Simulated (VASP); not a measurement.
# NaCl (P6/mmm) in VASP: a series of runs

NaCl is run at these levels: PBE; tasks: single point, relaxation of cell and atoms.

All numbers are computed with VASP 6.6.1; they aren't measurements. Logs are shortened: lines on timing, memory, paths and dates and some standing lists are left out, and cuts for length are marked.

**1. The cell of the first run**

Symmetry: P6/mmm, No. 191, hexagonal system. Conventional cell: a = 3.345 Å, b = 3.345 Å, c = 5.565 Å, α = 90.00°, β = 90.00°, γ = 120.00°. Na (site symmetry 6/mmm) has 2 Cl at 2.78 Å and 6 Na at 3.35 Å within 3.7 Å. Cl (site symmetry 6/mmm) has 2 Na at 2.78 Å and 6 Cl at 3.35 Å within 3.7 Å.

The cell was built from a structure type or drawn by symmetry, and may not be a known phase.

**2. Single point, PBE**

INCAR

```
  PREC = Accurate
  ENCUT = 520
  EDIFF = 1E-6
  ISMEAR = 0
  SIGMA = 0.1
  LREAL = False
  LASPH = True
  NELM = 100
  ALGO = Normal
  ISIF = 2
  LWAVE = False
  LCHARG = False
  GGA = PE
  NBANDS = 14
```

KPOINTS

```
Automatic mesh
0
Gamma
  6 6 4
```

POSCAR

```
NaCl
1.0
    3.3454683100      0.0000000000      0.0000000000
   -1.6727341500      2.8972605400      0.0000000000
    0.0000000000      0.0000000000      5.5653539500
Na Cl
1 1
Direct
    0.0000000000      0.0000000000      0.5000000000
    0.0000000000      0.0000000000      0.0000000000
```

Potentials or basis: VASP PAW PBE potentials, release 64 (Na_pv, Cl).

Started as:

```sh
$ cat potpaw_PBE.64/Na_pv/POTCAR potpaw_PBE.64/Cl/POTCAR > POTCAR
$ mpirun -np 1 vasp_std > vasp.out
```

OUTCAR:

```text
PREC = Accurate
   ENCUT = 520
   EDIFF = 1E-6
   ISMEAR = 0
   LREAL = False
   LASPH = True
   NELM = 100
   ISIF = 2
   GGA = PE

 ion  position               nearest neighbor table
   1  0.000  0.000  0.500-
   2  0.000  0.000  0.000-

  LATTYP: Found a hexagonal cell.
 ALAT       =     3.3454683100
 C/A-ratio  =     1.6635500427

  Lattice vectors:

 A1 = (   3.3454683100,   0.0000000000,   0.0000000000)
 A2 = (  -1.6727341500,   2.8972605400,   0.0000000000)
 A3 = (   0.0000000000,   0.0000000000,   5.5653539500)

Analysis of symmetry for initial positions (statically):
=====================================================================
 Subroutine PRICEL returns:
 Original cell was already a primitive cell.

 Routine SETGRP: Setting up the symmetry group for a
 hexagonal supercell.

 Subroutine GETGRP returns: Found 24 space group operations
 (whereof 24 operations were pure point group operations)
 out of a pool of 24 trial point group operations.

The static configuration has the point symmetry D_6h.

Analysis of symmetry for dynamics (positions and initial velocities):
=====================================================================
 Subroutine PRICEL returns:
 Original cell was already a primitive cell.

 Routine SETGRP: Setting up the symmetry group for a
 hexagonal supercell.

 Subroutine GETGRP returns: Found 24 space group operations
 (whereof 24 operations were pure point group operations)
 out of a pool of 24 trial point group operations.

The dynamic configuration has the point symmetry D_6h.

 Subroutine INISYM returns: Found 24 space group operations
 (whereof 24 operations are pure point group operations),
 and found     1 'primitive' translations

----------------------------------------------------------------------------------------

                                     Primitive cell

  volume of cell :      53.9433

  direct lattice vectors                    reciprocal lattice vectors
     3.345468310  0.000000000  0.000000000     0.298911814  0.172576816  0.000000000
    -1.672734150  2.897260540  0.000000000     0.000000000  0.345153633  0.000000000
     0.000000000  0.000000000  5.565353950     0.000000000  0.000000000  0.179683091

  length of vectors
     3.345468310  3.345468304  5.565353950     0.345153632  0.345153633  0.179683091

  position of ions in fractional coordinates (direct lattice)
     0.000000000  0.000000000  0.500000000
     0.000000000  0.000000000  0.000000000

  ion indices of the primitive-cell ions
   primitive index   ion index
                 1           1
                 2           2

----------------------------------------------------------------------------------------

 KPOINTS: Automatic mesh

Automatic generation of k-mesh.
 Grid dimensions read from file:
 generate k-points for:    6    6    4

 Generating k-lattice:

  Cartesian coordinates                     Fractional coordinates (reciprocal lattice)
     0.049818636  0.028762803  0.000000000     0.166666667  0.000000000  0.000000000
     0.000000000  0.057525605  0.000000000     0.000000000  0.166666667  0.000000000
     0.000000000  0.000000000  0.044920773     0.000000000  0.000000000  0.250000000

  Length of vectors
     0.057525605  0.057525605  0.044920773

  Shift w.r.t. Gamma in fractional coordinates (k-lattice)
     0.000000000  0.000000000  0.000000000

 Subroutine IBZKPT returns following result:
 ===========================================

 Found     21 irreducible k-points:

 Following reciprocal coordinates:
            Coordinates               Weight
  0.000000  0.000000  0.000000      1.000000
  0.166667 -0.000000  0.000000      6.000000
  0.333333  0.000000  0.000000      6.000000
  0.500000  0.000000  0.000000      3.000000
  0.166667  0.166667  0.000000      6.000000
  0.333333  0.166667  0.000000     12.000000
[... 13 lines left out ...]
  0.333333  0.166667  0.500000     12.000000
  0.333333  0.333333  0.500000      2.000000
   k-points           NKPTS =     21   k-points in BZ     NKDIM =     21   number of bands    NBANDS=     14
   number of dos      NEDOS =    301   number of ions     NIONS =      2
   total plane-waves  NPLWV =  32928
   dimension x,y,z NGX =    28 NGY =   28 NGZ =   42
   dimension x,y,z NGXF=    56 NGYF=   56 NGZF=   84
   ions per type =               1   1
   NGX,Y,Z   is equivalent  to a cutoff of  13.91, 13.91, 12.55 a.u.
   NGXF,Y,Z  is equivalent  to a cutoff of  27.83, 27.83, 25.09 a.u.
 SYSTEM =  unknown system
   PREC   = accura    normal or accurate (medium, high low for compatibility)
   ISTART =      0    job   : 0-new  1-cont  2-samecut
   ICHARG =      2    charge: 1-file 2-atom 10-const
   ISPIN  =      1    spin polarized calculation?
   LNONCOLLINEAR =      F non collinear calculations
   LSORBIT =      F    spin-orbit coupling
   LASPH  =      T    aspherical Exc in radial PAW
   ENCUT  =  520.0 eV  38.22 Ry    6.18 a.u.   6.22  6.22 10.35*2*pi/ulx,y,z
   NELM   =    100;   NELMIN=  2; NELMDL= -5     # of ELM steps
   EDIFF  = 0.1E-05   stopping-criterion for ELM
   LREAL  =      F    real-space projection
   EDIFFG = 0.1E-04   stopping-criterion for IOM
   NSW    =      0    number of steps for IOM
   IBRION =     -1    ionic relax: 0-MD 1-quasi-New 2-CG
   NFREE  =      0    steps in history (QN), initial steepest desc. (CG)
   ISIF   =      2    stress and relaxation
   ISYM   =      2    0-nonsym 1-usesym 2-fastsym
   POTIM  = 0.5000    time-step for ionic-motion
   TEBEG  =    0.0;   TEEND  =   0.0 temperature during run
   PSTRESS=    0.0 pullay stress
   NELECT =      14.0000    total number of electrons
   NUPDOWN=      -1.0000    fix difference up-down
   EMIN   =  10.00;   EMAX   =-10.00  energy-range for DOS
   EFERMI =   0.00;   METHOD = LEGACY
   ISMEAR =     0;   SIGMA  =   0.10  broadening in eV -4-tet -1-fermi 0-gaus
   EFERMI_NEDOS =   21; number of points for ismear=-14 and -15
   IALGO  =     38    algorithm
   IMIX   =      4    mixing-type and parameters
     AMIX     =   0.40;   BMIX     =  1.00
     AMIX_MAG =   1.60;   BMIX_MAG =  1.00
  volume/ion in A,a.u.               =      26.97       182.01
  Fermi-wavevector in a.u.,A,eV,Ry     =   1.044251  1.973349 14.836624  1.090461
  Thomas-Fermi vector in A             =   2.178996
   LORBIT       =      0    0 simple, 1 ext, 2 COOP (PROOUT), +10 PAW based schemes
   GGA     = PE    functional components
   LHFCALC =     F    Hartree Fock is set to
   AEXX    =    0.0000 exact exchange contribution
   IVDW    =     0    specifies the selected vdW correction
   LEPSILON=     F    determine dielectric tensor
   LRPA    =     F    only Hartree local field effects (RPA)
 non-spin polarized calculation
 Gauss-broadening in eV      SIGMA  =   0.10
  energy-cutoff  :      520.00
  volume of cell :       53.94
 maximum number of plane-waves:      1472
 NGX is ok and might be reduce to    28
   NGX = 13   NGY = 13   NGZ = 21

 number of electron      13.9999989 magnetization

 Free energy of the ion-electron system (eV)
  ---------------------------------------------------
  ext. energy  EPLUGINS =         0.00000000
  ---------------------------------------------------
  free energy    TOTEN  =        -4.44261029 eV

  energy without entropy =       -4.43632071  energy(sigma->0) =       -4.43946550

 E-fermi :   0.9723     XC(G=0):  -7.5485

 val. band max:        0.9079317190   @ k =   0.1667  -0.0000   0.0000
 cond. band min:       1.0351672766   @ k =   0.0000   0.0000   0.5000
 fundamental gap:      0.1272355576
 Fermi energy:         0.9722524812

 k-point     1 :       0.0000    0.0000    0.0000
  band No.  band energies     occupation
      1     -24.3174      2.00000
      2     -24.3174      2.00000
      3     -24.1498      2.00000
      4     -13.0719      2.00000
      5      -2.2081      2.00000
      6       0.0381      2.00000
      7       1.0372      0.35869
      8       1.0372      0.35869
      9       8.2629      0.00000
     10       9.9420      0.00000
     11      12.4792      0.00000
     12      13.5052      0.00000
     13      13.5052      0.00000
     14      15.5630      0.00000

 k-point     2 :       0.1667   -0.0000    0.0000
  band No.  band energies     occupation
      1     -24.3369      2.00000
      2     -24.3219      2.00000
      3     -24.1471      2.00000
      4     -12.9111      2.00000
      5      -1.9887      2.00000
      6      -0.2047      2.00000
      7       0.8512      1.91314
      8       0.9079      1.63698
      9       8.0527      0.00000
     10      10.6689      0.00000
     11      11.1657      0.00000
     12      12.4027      0.00000
     13      13.5912      0.00000
     14      14.1712      0.00000

 k-point     3 :       0.3333    0.0000    0.0000
  band No.  band energies     occupation
      1     -24.3755      2.00000
      2     -24.3310      2.00000
      3     -24.1416      2.00000
      4     -12.5586      2.00000
      5      -1.5367      2.00000
      6      -1.4865      2.00000
      7       0.5120      2.00000
      8       2.2451      0.00000
      9       7.4101      0.00000
     10       7.4615      0.00000
     11      10.8802      0.00000
     12      12.5092      0.00000
     13      12.7117      0.00000
     14      13.1346      0.00000

 k-point     4 :       0.5000    0.0000    0.0000
  band No.  band energies     occupation
      1     -24.3947      2.00000
      2     -24.3355      2.00000
      3     -24.1389      2.00000
      4     -12.3633      2.00000
      5      -2.1729      2.00000
      6      -1.1918      2.00000
      7       0.3559      2.00000
      8       4.2762      0.00000
      9       4.7832      0.00000
     10       6.9579      0.00000
     11      10.3203      0.00000
     12      11.9597      0.00000
     13      12.6789      0.00000
     14      12.8820      0.00000

 k-point     5 :       0.1667    0.1667    0.0000
  band No.  band energies     occupation
      1     -24.3622      2.00000
      2     -24.3324      2.00000
      3     -24.1430      2.00000
      4     -12.6518      2.00000
      5      -1.6235      2.00000
      6      -1.0610      2.00000
      7       0.3519      2.00000
      8       1.7996      0.00000
      9       7.6965      0.00000
     10       8.8572      0.00000
     11      10.6680      0.00000
[... 225 lines left out ...]
 k-point    19 :       0.1667    0.1667    0.5000
  band No.  band energies     occupation
      1     -24.3622      2.00000
      2     -24.3324      2.00000
      3     -24.1443      2.00000
      4     -12.6286      2.00000
      5      -2.0919      2.00000
      6      -0.9502      2.00000
      7       0.3586      2.00000
      8       2.5997      0.00000
      9       7.0425      0.00000
     10       8.6971      0.00000
     11      10.6054      0.00000
     12      11.7518      0.00000
     13      12.5699      0.00000
     14      13.7006      0.00000

 k-point    20 :       0.3333    0.1667    0.5000
  band No.  band energies     occupation
      1     -24.3847      2.00000
      2     -24.3455      2.00000
      3     -24.1401      2.00000
      4     -12.3464      2.00000
      5      -1.7756      2.00000
      6      -1.4567      2.00000
      7      -0.2039      2.00000
      8       3.4461      0.00000
      9       6.2123      0.00000
     10       8.7130      0.00000
     11      10.0093      0.00000
     12      10.6851      0.00000
     13      11.8524      0.00000
     14      12.4763      0.00000

 k-point    21 :       0.3333    0.3333    0.5000
  band No.  band energies     occupation
      1     -24.3710      2.00000
      2     -24.3710      2.00000
      3     -24.1387      2.00000
      4     -12.2485      2.00000
      5      -1.2895      2.00000
      6      -1.2895      2.00000
      7      -1.2415      2.00000
      8       4.7023      0.00000
      9       4.7023      0.00000
     10       9.2339      0.00000
     11      10.6352      0.00000
     12      10.6352      0.00000
     13      10.6816      0.00000
     14      13.0941      0.00000

------------------------ aborting loop because EDIFF is reached ----------------------------------------

  FORCE on cell =-STRESS in cart. coord.  units (eV):
  Direction    XX          YY          ZZ          XY          YZ          ZX
  --------------------------------------------------------------------------------------
  -------------------------------------------------------------------------------------
  Total        2.8475178      2.8475178     -4.9861928      0.0000000      0.0000000      0.0000000
  in kB       84.5745650     84.5745648   -148.0956801      0.0000001      0.0000000      0.0000000
  external PRESSURE =       7.0178166 kB  Pullay stress =       0.0000000 kB

 VOLUME and BASIS-vectors are now :
 -----------------------------------------------------------------------------
  energy-cutoff  :      520.00
  volume of cell :       53.94
      direct lattice vectors                 reciprocal lattice vectors
     3.345468310  0.000000000  0.000000000     0.298911814  0.172576816  0.000000000
    -1.672734150  2.897260540  0.000000000     0.000000000  0.345153633  0.000000000
     0.000000000  0.000000000  5.565353950     0.000000000  0.000000000  0.179683091

 POSITION                                       TOTAL-FORCE (eV/Angst)
 -----------------------------------------------------------------------------------
      0.00000      0.00000      2.78268        -0.000000      0.000000      0.000000
      0.00000      0.00000      0.00000         0.000000      0.000000      0.000000
 -----------------------------------------------------------------------------------
    total drift:                               -0.000000     -0.000000      0.000000

  FREE ENERGIE OF THE ION-ELECTRON SYSTEM (eV)
  ---------------------------------------------------
  free  energy   TOTEN  =        -4.4426102868 eV

  energy  without entropy=       -4.4363207055  energy(sigma->0) =       -4.43946550
```

Wall time 8.8 s (1 thread of Intel Xeon 6975P-C (Granite Rapids), shared host); peak memory 0.17 GiB.

Results:

| Item | Value |
| --- | --- |
| Free energy | -4.4426 eV |
| Pressure | 0.7 GPa |
| Band gap on the k mesh | zero (bands 7 and 8 overlap by 0.13 eV) |

Stress tensor (GPa, compression positive):
```
  8.46   0.00   0.00
  0.00   8.46   0.00
  0.00   0.00 -14.81
```

Levels at points of the mesh, in eV from the Fermi level:
| k point | band 3 | band 4 | band 5 | band 6 | band 7 | band 8 | band 9 | band 10 | band 11 | band 12 |
| --- | --- | --- | --- | --- | --- | --- | --- | --- | --- | --- |
| (0.00, 0.00, 0.00) | -25.12 | -14.04 | -3.18 | -0.93 | 0.06 | 0.06 | 7.29 | 8.97 | 11.51 | 12.53 |
| (0.50, 0.00, 0.00) | -25.11 | -13.34 | -3.15 | -2.16 | -0.62 | 3.30 | 3.81 | 5.99 | 9.35 | 10.99 |
| (0.00, 0.00, 0.50) | -25.12 | -14.02 | -3.92 | 0.06 | 0.06 | 0.89 | 4.42 | 9.75 | 13.29 | 13.29 |
| (0.50, 0.00, 0.50) | -25.11 | -13.32 | -3.09 | -2.40 | -0.62 | 2.42 | 4.92 | 7.80 | 8.86 | 10.14 |

Caveat: the k points lie up to 0.36 Å⁻¹ apart.

**3. Single point, PBE**

This run uses another cell than the first one, of 64.06 Å³/atom.

INCAR

```
SYSTEM = NaCl
ALGO = Normal ; EDIFF = 1E-6
ENCUT = 520 ; GGA = PE
ISIF = 2 ; ISMEAR = 0
LASPH = .TRUE. ; LCHARG = .FALSE.
LREAL = .FALSE. ; LWAVE = .FALSE.
NBANDS = 14 ; NELM = 100
PREC = Accurate ; SIGMA = 0.1
```

KPOINTS

```
k-points
0
G
  6 6 4
  0 0 0
```

POSCAR

```
NaCl
1.0
    5.4417977143     -0.0000000047      0.0000000000
   -2.7208988531      4.7127350651      0.0000000000
    0.0000000000      0.0000000000      4.9957093192
Na Cl
1 1
Direct
    0.0000000000      0.0000000000      0.5000000000
    0.0000000000      0.0000000000      0.0000000000
```

Potentials or basis: VASP PAW PBE potentials, release 64 (Na_pv, Cl).

Started as:

```sh
$ cat potpaw_PBE.64/Na_pv/POTCAR potpaw_PBE.64/Cl/POTCAR > POTCAR
$ mpirun -np 1 vasp_std > vasp.out
```

It took 16 s on 1 thread of Intel Xeon 6975P-C (Granite Rapids), shared host; peak memory 0.24 GiB.

The run converged. Its results:

```
Free energy            : -5.8912 eV
Pressure               : 0.1 GPa
Band gap on the k mesh : 3.93 eV (least direct gap 3.95 eV)
```

Stress tensor (GPa, compression positive):
```
0.19 0.00 0.00
0.00 0.19 0.00
0.00 0.00 0.03
```

Levels at points of the mesh, in eV from the valence-band top:
```csv
k point,band 4,band 5,band 6,band 7,band 8,band 9,band 10,band 11
"(0.00, 0.00, 0.00)",-11.96,-0.63,-0.02,-0.02,3.93,8.85,9.47,9.47
"(0.50, 0.00, 0.00)",-11.96,-0.61,-0.23,-0.06,5.52,6.20,8.40,9.06
"(0.00, 0.00, 0.50)",-11.89,-1.10,0.00,0.00,5.41,6.45,9.08,9.08
"(0.50, 0.00, 0.50)",-11.88,-1.05,-0.17,-0.04,6.05,7.02,8.19,8.28
```

[end of part 1 of 2]
